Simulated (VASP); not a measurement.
# GaN (F-43m) in VASP: notebook

The runs below take GaN through single point, with r2SCAN.

All numbers are computed with VASP 6.6.1; they aren't measurements. Logs are shortened: lines on timing, memory, paths and dates and some standing lists are left out, and cuts for length are marked.

### 1 The cell of the first run

Symmetry: F-43m, No. 216, cubic system. The conventional cell has a = 4.498 Å, b = 4.498 Å, c = 4.498 Å, α = 90.00°, β = 90.00°, γ = 90.00°. Ga (site symmetry -43m) has 4 N at 1.95 Å within 2.6 Å. N (site symmetry -43m) has 4 Ga at 1.95 Å within 2.6 Å.

### 2 Single point, r2SCAN

Contents of POSCAR:

```
GaN
1.0
    0.0000000000      2.2489367673      2.2489367673
    2.2489367673      0.0000000000      2.2489367673
    2.2489367673      2.2489367673      0.0000000000
Ga N
1 1
Direct
    0.0000000000      0.0000000000      0.0000000000
    0.7500000000      0.7500000000      0.7500000000
```

Contents of INCAR.step1:

```
SYSTEM = GaN
PREC     = Accurate       ! precision mode
ENCUT    = 1460           ! plane-wave cutoff, eV
ISMEAR   = 0              ! smearing method
SIGMA    = 0.05           ! smearing width, eV
LREAL    = .FALSE.        ! projectors in reciprocal space
LASPH    = .TRUE.         ! aspherical terms in the spheres
NELM     = 120            ! most SCF steps
NBANDS   = 16             ! bands
GGA      = PE             ! functional
ALGO     = Normal         ! electronic algorithm
EDIFF    = 1E-5           ! SCF threshold, eV
LWAVE    = .TRUE.         ! write WAVECAR
LCHARG   = .FALSE.        ! write CHGCAR
GGA_COMPAT= .FALSE.
```

Contents of INCAR.step2:

```
SYSTEM = GaN
PREC     = Accurate       ! precision mode
ENCUT    = 1460           ! plane-wave cutoff, eV
EDIFF    = 1E-6           ! SCF threshold, eV
ISMEAR   = 0              ! smearing method
SIGMA    = 0.05           ! smearing width, eV
LREAL    = .FALSE.        ! projectors in reciprocal space
LASPH    = .TRUE.         ! aspherical terms in the spheres
NELM     = 120            ! most SCF steps
ALGO     = Normal         ! electronic algorithm
ISIF     = 2              ! what is computed and relaxed
LWAVE    = .FALSE.        ! write WAVECAR
LCHARG   = .FALSE.        ! write CHGCAR
METAGGA  = R2SCAN         ! meta-GGA
LMIXTAU  = .TRUE.       
NBANDS   = 16             ! bands
ISTART   = 1            
GGA_COMPAT= .FALSE.
```

Contents of KPOINTS:

```
Automatic mesh
0
G
  10 10 10
  0 0 0
```

Potentials or basis: VASP PAW PBE potentials, release 64 (Ga_d, N_h).

Started as:

```
$ cat potpaw_PBE.64/Ga_d/POTCAR potpaw_PBE.64/N_h/POTCAR > POTCAR
$ cp INCAR.step1 INCAR
$ mpirun -np 1 vasp_std > vasp.out
$ cp INCAR.step2 INCAR
$ mpirun -np 1 vasp_std > vasp.out
```

OUTCAR:

```text
SYSTEM = GaN
   PREC = Accurate
   ENCUT = 1460
   EDIFF = 1E-6
   ISMEAR = 0
   LREAL = .FALSE.
   LASPH = .TRUE.
   NELM = 120
   ISIF = 2
   METAGGA = R2SCAN
   ISTART = 1

 ion  position               nearest neighbor table
   1  0.000  0.000  0.000-   2 1.95   2 1.95   2 1.95   2 1.95
   2  0.750  0.750  0.750-   1 1.95   1 1.95   1 1.95   1 1.95

  LATTYP: Found a face centered cubic cell.
 ALAT       =     4.4978735346

  Lattice vectors:

 A1 = (   0.0000000000,   2.2489367673,   2.2489367673)
 A2 = (   2.2489367673,   0.0000000000,   2.2489367673)
 A3 = (   2.2489367673,   2.2489367673,   0.0000000000)

Analysis of symmetry for initial positions (statically):
=====================================================================
 Subroutine PRICEL returns:
 Original cell was already a primitive cell.

 Routine SETGRP: Setting up the symmetry group for a
 face centered cubic supercell.

 Subroutine GETGRP returns: Found 24 space group operations
 (whereof 24 operations were pure point group operations)
 out of a pool of 48 trial point group operations.

The static configuration has the point symmetry T_d .

Analysis of symmetry for dynamics (positions and initial velocities):
=====================================================================
 Subroutine PRICEL returns:
 Original cell was already a primitive cell.

 Routine SETGRP: Setting up the symmetry group for a
 face centered cubic supercell.

 Subroutine GETGRP returns: Found 24 space group operations
 (whereof 24 operations were pure point group operations)
 out of a pool of 48 trial point group operations.

The dynamic configuration has the point symmetry T_d .

 Subroutine INISYM returns: Found 24 space group operations
 (whereof 24 operations are pure point group operations),
 and found     1 'primitive' translations

----------------------------------------------------------------------------------------

                                     Primitive cell

  volume of cell :      22.7490

  direct lattice vectors                    reciprocal lattice vectors
     0.000000000  2.248936767  2.248936767    -0.222327283  0.222327283  0.222327283
     2.248936767  0.000000000  2.248936767     0.222327283 -0.222327283  0.222327283
     2.248936767  2.248936767  0.000000000     0.222327283  0.222327283 -0.222327283

  length of vectors
     3.180476877  3.180476877  3.180476877     0.385082149  0.385082149  0.385082149

  position of ions in fractional coordinates (direct lattice)
     0.000000000  0.000000000  0.000000000
     0.750000000  0.750000000  0.750000000

  ion indices of the primitive-cell ions
   primitive index   ion index
                 1           1
                 2           2

----------------------------------------------------------------------------------------

 KPOINTS: Automatic mesh

Automatic generation of k-mesh.
 Grid dimensions read from file:
 generate k-points for:   10   10   10

 Generating k-lattice:

  Cartesian coordinates                     Fractional coordinates (reciprocal lattice)
    -0.022232728  0.022232728  0.022232728     0.100000000  0.000000000  0.000000000
     0.022232728 -0.022232728  0.022232728     0.000000000  0.100000000  0.000000000
     0.022232728  0.022232728 -0.022232728     0.000000000  0.000000000  0.100000000

  Length of vectors
     0.038508215  0.038508215  0.038508215

  Shift w.r.t. Gamma in fractional coordinates (k-lattice)
     0.000000000  0.000000000  0.000000000

 Subroutine IBZKPT returns following result:
 ===========================================

 Found     47 irreducible k-points:

 Following reciprocal coordinates:
            Coordinates               Weight
  0.000000  0.000000  0.000000      1.000000
  0.100000  0.000000  0.000000      8.000000
  0.200000  0.000000  0.000000      8.000000
  0.300000  0.000000  0.000000      8.000000
  0.400000  0.000000  0.000000      8.000000
  0.500000  0.000000  0.000000      4.000000
[... 16 lines left out ...]
  0.300000  0.300000  0.000000      6.000000
  0.400000  0.300000  0.000000     24.000000
 [... further k-points ...]
   k-points           NKPTS =     47   k-points in BZ     NKDIM =     47   number of bands    NBANDS=     16
   number of dos      NEDOS =    301   number of ions     NIONS =      2
   total plane-waves  NPLWV =  64000
   dimension x,y,z NGX =    40 NGY =   40 NGZ =   40
   dimension x,y,z NGXF=    80 NGYF=   80 NGZF=   80
   ions per type =               1   1
   NGX,Y,Z   is equivalent  to a cutoff of  20.91, 20.91, 20.91 a.u.
   NGXF,Y,Z  is equivalent  to a cutoff of  41.82, 41.82, 41.82 a.u.
 SYSTEM =  GaN
   PREC   = accura    normal or accurate (medium, high low for compatibility)
   ISTART =      1    job   : 0-new  1-cont  2-samecut
   ICHARG =      0    charge: 1-file 2-atom 10-const
   ISPIN  =      1    spin polarized calculation?
   LNONCOLLINEAR =      F non collinear calculations
   LSORBIT =      F    spin-orbit coupling
   LASPH  =      T    aspherical Exc in radial PAW
   ENCUT  = 1460.0 eV 107.31 Ry   10.36 a.u.   9.91  9.91  9.91*2*pi/ulx,y,z
   NELM   =    120;   NELMIN=  2; NELMDL=  0     # of ELM steps
   EDIFF  = 0.1E-05   stopping-criterion for ELM
   LREAL  =      F    real-space projection
   EDIFFG = 0.1E-04   stopping-criterion for IOM
   NSW    =      0    number of steps for IOM
   IBRION =     -1    ionic relax: 0-MD 1-quasi-New 2-CG
   NFREE  =      0    steps in history (QN), initial steepest desc. (CG)
   ISIF   =      2    stress and relaxation
   ISYM   =      2    0-nonsym 1-usesym 2-fastsym
   POTIM  = 0.5000    time-step for ionic-motion
   TEBEG  =    0.0;   TEEND  =   0.0 temperature during run
   PSTRESS=    0.0 pullay stress
   NELECT =      18.0000    total number of electrons
   NUPDOWN=      -1.0000    fix difference up-down
   EMIN   =  10.00;   EMAX   =-10.00  energy-range for DOS
   EFERMI =   0.00;   METHOD = LEGACY
   ISMEAR =     0;   SIGMA  =   0.05  broadening in eV -4-tet -1-fermi 0-gaus
   EFERMI_NEDOS =   21; number of points for ismear=-14 and -15
   IALGO  =     38    algorithm
   IMIX   =      4    mixing-type and parameters
     AMIX     =   0.40;   BMIX     =  1.00
     AMIX_MAG =   1.60;   BMIX_MAG =  1.00
  volume/ion in A,a.u.               =      11.37        76.76
  Fermi-wavevector in a.u.,A,eV,Ry     =   1.514183  2.861391 31.194768  2.292751
  Thomas-Fermi vector in A             =   2.623875
   LORBIT       =      0    0 simple, 1 ext, 2 COOP (PROOUT), +10 PAW based schemes
   METAGGA = R2SCAN    functional components
   LHFCALC =     F    Hartree Fock is set to
   AEXX    =    0.0000 exact exchange contribution
   IVDW    =     0    specifies the selected vdW correction
   LEPSILON=     F    determine dielectric tensor
   LRPA    =     F    only Hartree local field effects (RPA)
 non-spin polarized calculation
 Gauss-broadening in eV      SIGMA  =   0.05
  energy-cutoff  :     1460.00
  volume of cell :       22.75
 maximum number of plane-waves:      2900
   NGX = 19   NGY = 19   NGZ = 19

 number of electron      17.9999999 magnetization

 Free energy of the ion-electron system (eV)
  ---------------------------------------------------
  ext. energy  EPLUGINS =         0.00000000
  ---------------------------------------------------
  free energy    TOTEN  =       -21.90019727 eV

  energy without entropy =      -21.90019727  energy(sigma->0) =      -21.90019727

 E-fermi :   5.6889     XC(G=0): -12.6618

 val. band max:        5.3788320168   @ k =   0.0000   0.0000   0.0000
 cond. band min:       7.5382896635   @ k =   0.0000   0.0000   0.0000
 fundamental gap:      2.1594576467
 Fermi energy:         5.6888832831

 k-point     1 :       0.0000    0.0000    0.0000
  band No.  band energies     occupation
      1     -11.4046      2.00000
      2      -8.4559      2.00000
      3      -8.4559      2.00000
      4      -8.4559      2.00000
      5      -8.0983      2.00000
      6      -8.0983      2.00000
[... 8 lines left out ...]
     15      25.1569      0.00000
     16      25.1569      0.00000

 k-point     2 :       0.1000    0.0000    0.0000
  band No.  band energies     occupation
      1     -11.2928      2.00000
      2      -8.4415      2.00000
      3      -8.4415      2.00000
      4      -8.4158      2.00000
      5      -8.0996      2.00000
      6      -8.0996      2.00000
[... 8 lines left out ...]
     15      23.7331      0.00000
     16      23.8476      0.00000

 k-point     3 :       0.2000    0.0000    0.0000
  band No.  band energies     occupation
      1     -11.0062      2.00000
      2      -8.4075      2.00000
      3      -8.4075      2.00000
      4      -8.2546      2.00000
      5      -8.0984      2.00000
      6      -8.0984      2.00000
[... 8 lines left out ...]
     15      22.9426      0.00000
     16      22.9426      0.00000

 k-point     4 :       0.3000    0.0000    0.0000
  band No.  band energies     occupation
      1     -10.6845      2.00000
      2      -8.3759      2.00000
      3      -8.3759      2.00000
      4      -8.0853      2.00000
      5      -8.0853      2.00000
      6      -7.8780      2.00000
[... 8 lines left out ...]
     15      23.5013      0.00000
     16      23.5013      0.00000
[... 324 lines left out ...]
 k-point    22 :      -0.2000    0.2000    0.0000
  band No.  band energies     occupation
      1     -10.5848      2.00000
      2      -8.3552      2.00000
      3      -8.3452      2.00000
      4      -8.1206      2.00000
      5      -8.1150      2.00000
      6      -7.7077      2.00000
[... 8 lines left out ...]
     15      23.7727      0.00000
     16      27.0178      0.00000

 k-point    23 :       0.3000    0.3000    0.0000
  band No.  band energies     occupation
      1     -10.4873      2.00000
      2      -8.2811      2.00000
      3      -8.2543      2.00000
      4      -8.2543      2.00000
      5      -8.0456      2.00000
      6      -7.7013      2.00000
[... 8 lines left out ...]
     15      28.2558      0.00000
     16      28.9962      0.00000

 k-point    24 :       0.4000    0.3000    0.0000
  band No.  band energies     occupation
      1     -10.3414      2.00000
      2      -8.3005      2.00000
      3      -8.2165      2.00000
      4      -8.2132      2.00000
      5      -8.0356      2.00000
      6      -7.2808      2.00000
[... 8 lines left out ...]
     15      28.7530      0.00000
     16      28.8400      0.00000

 [... further k-points ...]

------------------------ aborting loop because EDIFF is reached ----------------------------------------

  FORCE on cell =-STRESS in cart. coord.  units (eV):
  Direction    XX          YY          ZZ          XY          YZ          ZX
  --------------------------------------------------------------------------------------
  -------------------------------------------------------------------------------------
  Total        0.1595563      0.1595563      0.1595563     -0.0000000     -0.0000000     -0.0000000
  in kB       11.2373246     11.2373246     11.2373246     -0.0000000     -0.0000000     -0.0000000
  external PRESSURE =      11.2373246 kB  Pullay stress =       0.0000000 kB

 VOLUME and BASIS-vectors are now :
 -----------------------------------------------------------------------------
  energy-cutoff  :     1460.00
  volume of cell :       22.75
      direct lattice vectors                 reciprocal lattice vectors
     0.000000000  2.248936767  2.248936767    -0.222327283  0.222327283  0.222327283
     2.248936767  0.000000000  2.248936767     0.222327283 -0.222327283  0.222327283
     2.248936767  2.248936767  0.000000000     0.222327283  0.222327283 -0.222327283

 POSITION                                       TOTAL-FORCE (eV/Angst)
 -----------------------------------------------------------------------------------
      0.00000      0.00000      0.00000        -0.000000      0.000000     -0.000000
      3.37341      3.37341      3.37341         0.000000     -0.000000      0.000000
 -----------------------------------------------------------------------------------
    total drift:                                0.000000      0.000000      0.000000

  FREE ENERGIE OF THE ION-ELECTRON SYSTEM (eV)
  ---------------------------------------------------
  free  energy   TOTEN  =       -21.9001972671 eV

  energy  without entropy=      -21.9001972671  energy(sigma->0) =      -21.90019727
```

It took 3 min on 1 thread of Intel Xeon Platinum 8375C at 2.90GHz (Ice Lake), shared host; peak memory 0.32 GiB.

What came out:

```yaml
Free_energy: -21.9002 eV
Pressure: 1.1 GPa
Band_gap_on_the_k_mesh: 2.16 eV
```

Caveat: the PAW data sets were made with another functional, which shifts forces and pressure a little.

(Continued in part 2 of 2.)
